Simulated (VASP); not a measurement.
# Zr (Im-3m) in VASP: settings compared

The runs below take Zr through single point, with LDA, PBEsol, PBE.

All numbers are computed with VASP 6.6.1; they aren't measurements. Logs are shortened: lines on timing, memory, paths and dates and some standing lists are left out, and cuts for length are marked.

## Step 1: The cell of the first run

Symmetry: Im-3m, No. 229, cubic system. Conventional cell: a = 3.582 Å, b = 3.582 Å, c = 3.582 Å, α = 90.00°, β = 90.00°, γ = 90.00°. Within 4.1 Å of Zr (site symmetry m-3m) lie 14 Zr at 3.10 to 3.58 Å.

## Step 2: Single point, LDA

INCAR

```
SYSTEM = Zr
PREC     = Accurate       ! precision mode
ENCUT    = 520            ! plane-wave cutoff, eV
EDIFF    = 1E-7           ! SCF threshold, eV
ISMEAR   = -1             ! smearing method
SIGMA    = 0.05           ! smearing width, eV
LREAL    = .False.        ! projectors in reciprocal space
LASPH    = .True.         ! aspherical terms in the spheres
NELM     = 80             ! most SCF steps
ALGO     = Normal         ! electronic algorithm
ISIF     = 2              ! what is computed and relaxed
LWAVE    = .False.        ! write WAVECAR
LCHARG   = .False.        ! write CHGCAR
GGA      = CA             ! functional
NBANDS   = 12             ! bands
```

KPOINTS

```
Automatic mesh
0
Gamma
  13 13 13
  0 0 0
```

POSCAR

```
Zr
1.0
   -1.7908472709      1.7908472709      1.7908472709
    1.7908472709     -1.7908472709      1.7908472709
    1.7908472709      1.7908472709     -1.7908472709
Zr
1
Direct
    0.0000000000      0.0000000000      0.0000000000
```

Potentials or basis: VASP PAW LDA potentials, release 64 (Zr_sv).

The run is started by

```sh
$ cat potpaw_LDA.64/Zr_sv/POTCAR > POTCAR
$ mpirun -np 1 vasp_std > vasp.out
```

OUTCAR:

```text
SYSTEM = Zr
   PREC = Accurate
   ENCUT = 520
   EDIFF = 1E-7
   ISMEAR = -1
   LREAL = .False.
   LASPH = .True.
   NELM = 80
   ISIF = 2
   GGA = CA

 ion  position               nearest neighbor table
   1  0.000  0.000  0.000-

  LATTYP: Found a body centered cubic cell.
 ALAT       =     3.5816945418

  Lattice vectors:

 A1 = (  -1.7908472709,   1.7908472709,   1.7908472709)
 A2 = (   1.7908472709,  -1.7908472709,   1.7908472709)
 A3 = (   1.7908472709,   1.7908472709,  -1.7908472709)

Analysis of symmetry for initial positions (statically):
=====================================================================
 Subroutine PRICEL returns:
 Original cell was already a primitive cell.

 Routine SETGRP: Setting up the symmetry group for a
 body centered cubic supercell.

 Subroutine GETGRP returns: Found 48 space group operations
 (whereof 48 operations were pure point group operations)
 out of a pool of 48 trial point group operations.

The static configuration has the point symmetry O_h .

Analysis of symmetry for dynamics (positions and initial velocities):
=====================================================================
 Subroutine PRICEL returns:
 Original cell was already a primitive cell.

 Routine SETGRP: Setting up the symmetry group for a
 body centered cubic supercell.

 Subroutine GETGRP returns: Found 48 space group operations
 (whereof 48 operations were pure point group operations)
 out of a pool of 48 trial point group operations.

The dynamic configuration has the point symmetry O_h .

 Subroutine INISYM returns: Found 48 space group operations
 (whereof 48 operations are pure point group operations),
 and found     1 'primitive' translations

----------------------------------------------------------------------------------------

                                     Primitive cell

  volume of cell :      22.9739

  direct lattice vectors                    reciprocal lattice vectors
    -1.790847271  1.790847271  1.790847271     0.000000000  0.279197455  0.279197455
     1.790847271 -1.790847271  1.790847271     0.279197455  0.000000000  0.279197455
     1.790847271  1.790847271 -1.790847271     0.279197455  0.279197455  0.000000000

  length of vectors
     3.101838462  3.101838462  3.101838462     0.394844827  0.394844827  0.394844827

  position of ions in fractional coordinates (direct lattice)
     0.000000000  0.000000000  0.000000000

  ion indices of the primitive-cell ions
   primitive index   ion index
                 1           1

----------------------------------------------------------------------------------------

 KPOINTS: Automatic mesh

Automatic generation of k-mesh.
 Grid dimensions read from file:
 generate k-points for:   13   13   13

 Generating k-lattice:

  Cartesian coordinates                     Fractional coordinates (reciprocal lattice)
     0.000000000  0.021476727  0.021476727     0.076923077  0.000000000  0.000000000
     0.021476727  0.000000000  0.021476727     0.000000000  0.076923077  0.000000000
     0.021476727  0.021476727  0.000000000     0.000000000  0.000000000  0.076923077

  Length of vectors
     0.030372679  0.030372679  0.030372679

  Shift w.r.t. Gamma in fractional coordinates (k-lattice)
     0.000000000  0.000000000  0.000000000

 Subroutine IBZKPT returns following result:
 ===========================================

 Found     84 irreducible k-points:

 Following reciprocal coordinates:
            Coordinates               Weight
  0.000000  0.000000  0.000000      1.000000
  0.076923  0.000000  0.000000     12.000000
  0.153846  0.000000  0.000000     12.000000
  0.230769  0.000000  0.000000     12.000000
  0.307692  0.000000  0.000000     12.000000
  0.384615  0.000000  0.000000     12.000000
[... 16 lines left out ...]
  0.153846  0.076923  0.076923     24.000000
  0.230769  0.076923  0.076923     24.000000
 [... further k-points ...]
   k-points           NKPTS =     84   k-points in BZ     NKDIM =     84   number of bands    NBANDS=     12
   number of dos      NEDOS =    301   number of ions     NIONS =      1
   total plane-waves  NPLWV =  13824
   dimension x,y,z NGX =    24 NGY =   24 NGZ =   24
   dimension x,y,z NGXF=    48 NGYF=   48 NGZF=   48
   ions per type =               1
   NGX,Y,Z   is equivalent  to a cutoff of  12.86, 12.86, 12.86 a.u.
   NGXF,Y,Z  is equivalent  to a cutoff of  25.73, 25.73, 25.73 a.u.
 SYSTEM =  Zr
   PREC   = accura    normal or accurate (medium, high low for compatibility)
   ISTART =      0    job   : 0-new  1-cont  2-samecut
   ICHARG =      2    charge: 1-file 2-atom 10-const
   ISPIN  =      1    spin polarized calculation?
   LNONCOLLINEAR =      F non collinear calculations
   LSORBIT =      F    spin-orbit coupling
   LASPH  =      T    aspherical Exc in radial PAW
   ENCUT  =  520.0 eV  38.22 Ry    6.18 a.u.   5.77  5.77  5.77*2*pi/ulx,y,z
   NELM   =     80;   NELMIN=  2; NELMDL= -5     # of ELM steps
   EDIFF  = 0.1E-06   stopping-criterion for ELM
   LREAL  =      F    real-space projection
   EDIFFG = 0.1E-05   stopping-criterion for IOM
   NSW    =      0    number of steps for IOM
   IBRION =     -1    ionic relax: 0-MD 1-quasi-New 2-CG
   NFREE  =      0    steps in history (QN), initial steepest desc. (CG)
   ISIF   =      2    stress and relaxation
   ISYM   =      2    0-nonsym 1-usesym 2-fastsym
   POTIM  = 0.5000    time-step for ionic-motion
   TEBEG  =    0.0;   TEEND  =   0.0 temperature during run
   PSTRESS=    0.0 pullay stress
   NELECT =      12.0000    total number of electrons
   NUPDOWN=      -1.0000    fix difference up-down
   EMIN   =  10.00;   EMAX   =-10.00  energy-range for DOS
   EFERMI =   0.00;   METHOD = LEGACY
   ISMEAR =    -1;   SIGMA  =   0.05  broadening in eV -4-tet -1-fermi 0-gaus
   EFERMI_NEDOS =   21; number of points for ismear=-14 and -15
   IALGO  =     38    algorithm
   IMIX   =      4    mixing-type and parameters
     AMIX     =   0.40;   BMIX     =  1.00
     AMIX_MAG =   1.60;   BMIX_MAG =  1.00
  volume/ion in A,a.u.               =      22.97       155.04
  Fermi-wavevector in a.u.,A,eV,Ry     =   1.318429  2.491469 23.650390  1.738255
  Thomas-Fermi vector in A             =   2.448399
   LORBIT       =      0    0 simple, 1 ext, 2 COOP (PROOUT), +10 PAW based schemes
   GGA     = CA    functional components
   LHFCALC =     F    Hartree Fock is set to
   AEXX    =    0.0000 exact exchange contribution
   IVDW    =     0    specifies the selected vdW correction
   LEPSILON=     F    determine dielectric tensor
   LRPA    =     F    only Hartree local field effects (RPA)
 non-spin polarized calculation
  energy-cutoff  :      520.00
  volume of cell :       22.97
 maximum number of plane-waves:       632
   NGX = 11   NGY = 11   NGZ = 11

 number of electron      12.0000000 magnetization

 Free energy of the ion-electron system (eV)
  ---------------------------------------------------
  ext. energy  EPLUGINS =         0.00000000
  ---------------------------------------------------
  free energy    TOTEN  =        -9.21091042 eV

  energy without entropy =       -9.19509159  energy(sigma->0) =       -9.20300101

 E-fermi :   8.6653     XC(G=0): -11.3492

 val. band max:        8.6606057550   @ k =  -0.3077  -0.4615   0.0769
 cond. band min:       8.6711500298   @ k =   0.2308   0.2308   0.0000
 fundamental gap:      0.0105442748
 Fermi energy:         8.6653330152

 k-point     1 :       0.0000    0.0000    0.0000
  band No.  band energies     occupation
      1     -39.5312      2.00000
      2     -17.1594      2.00000
      3     -17.1594      2.00000
      4     -17.1594      2.00000
      5       3.2921      2.00000
      6       9.7464      0.00000
      7       9.7464      0.00000
      8       9.7464      0.00000
      9      12.2705      0.00000
     10      12.2705      0.00000
     11      21.1324      0.00000
     12      21.1324      0.00000

 k-point     2 :       0.0769    0.0000    0.0000
  band No.  band energies     occupation
      1     -39.5220      2.00000
      2     -17.2225      2.00000
      3     -17.1786      2.00000
      4     -17.1599      2.00000
      5       3.4969      2.00000
      6       9.6114      0.00000
      7       9.7012      0.00000
      8       9.9453      0.00000
      9      12.0662      0.00000
     10      12.2694      0.00000
     11      21.3094      0.00000
     12      21.5004      0.00000

 k-point     3 :       0.1538    0.0000    0.0000
  band No.  band energies     occupation
      1     -39.4963      2.00000
      2     -17.3941      2.00000
      3     -17.2314      2.00000
      4     -17.1612      2.00000
      5       4.0672      2.00000
      6       9.2655      0.00001
      7       9.4931      0.00000
      8      10.5294      0.00000
      9      11.7701      0.00000
     10      12.2870      0.00000
     11      21.6364      0.00000
     12      22.5390      0.00000
[... 286 lines left out ...]
 k-point    23 :       0.1538    0.0769    0.0769
  band No.  band energies     occupation
      1     -39.4481      2.00000
      2     -17.7053      2.00000
      3     -17.2827      2.00000
      4     -17.2103      2.00000
      5       5.1967      2.00000
      6       8.6513      1.13963
      7       8.7299      0.43126
      8      11.9681      0.00000
      9      12.2078      0.00000
     10      12.3312      0.00000
     11      21.9687      0.00000
     12      22.6535      0.00000

 k-point    24 :       0.2308    0.0769    0.0769
  band No.  band energies     occupation
      1     -39.4128      2.00000
      2     -17.8920      2.00000
      3     -17.3816      2.00000
      4     -17.2170      2.00000
      5       5.9317      2.00000
      6       8.2857      1.99899
      7       8.6216      1.41142
      8      12.1163      0.00000
      9      12.5783      0.00000
     10      13.4555      0.00000
     11      20.9133      0.00000
     12      21.3809      0.00000

 [... further k-points ...]

------------------------ aborting loop because EDIFF is reached ----------------------------------------

  FORCE on cell =-STRESS in cart. coord.  units (eV):
  Direction    XX          YY          ZZ          XY          YZ          ZX
  --------------------------------------------------------------------------------------
  -------------------------------------------------------------------------------------
  Total       -1.0450438     -1.0450438     -1.0450438      0.0000000     -0.0000000      0.0000000
  in kB      -72.8801827    -72.8801827    -72.8801827      0.0000000     -0.0000000      0.0000000
  external PRESSURE =     -72.8801827 kB  Pullay stress =       0.0000000 kB

 VOLUME and BASIS-vectors are now :
 -----------------------------------------------------------------------------
  energy-cutoff  :      520.00
  volume of cell :       22.97
      direct lattice vectors                 reciprocal lattice vectors
    -1.790847271  1.790847271  1.790847271     0.000000000  0.279197455  0.279197455
     1.790847271 -1.790847271  1.790847271     0.279197455  0.000000000  0.279197455
     1.790847271  1.790847271 -1.790847271     0.279197455  0.279197455  0.000000000

 POSITION                                       TOTAL-FORCE (eV/Angst)
 -----------------------------------------------------------------------------------
      0.00000      0.00000      0.00000         0.000000      0.000000     -0.000000
 -----------------------------------------------------------------------------------
    total drift:                               -0.000000      0.000000      0.000000

  FREE ENERGIE OF THE ION-ELECTRON SYSTEM (eV)
  ---------------------------------------------------
  free  energy   TOTEN  =        -9.2109104234 eV

  energy  without entropy=       -9.1950915911  energy(sigma->0) =       -9.20300101
```

Run time: 5.3 s. Hardware: 1 thread of Intel Xeon 6975P-C (Granite Rapids), shared host; peak memory 0.13 GiB.

Results:

```
Free energy            : -9.2109 eV
Pressure               : -7.3 GPa
Band gap on the k mesh : zero (band 6 reaches 9.75 eV, above the bottom of band 7 at 8.05 eV)
```

Levels at points of the mesh, in eV from the Fermi level:
| k point | band 2 | band 3 | band 4 | band 5 | band 6 | band 7 | band 8 | band 9 | band 10 | band 11 |
| --- | --- | --- | --- | --- | --- | --- | --- | --- | --- | --- |
| (0.00, 0.00, 0.00) | -25.82 | -25.82 | -25.82 | -5.37 | 1.08 | 1.08 | 1.08 | 3.61 | 3.61 | 12.47 |

(Part 1 of 2 ends here.)
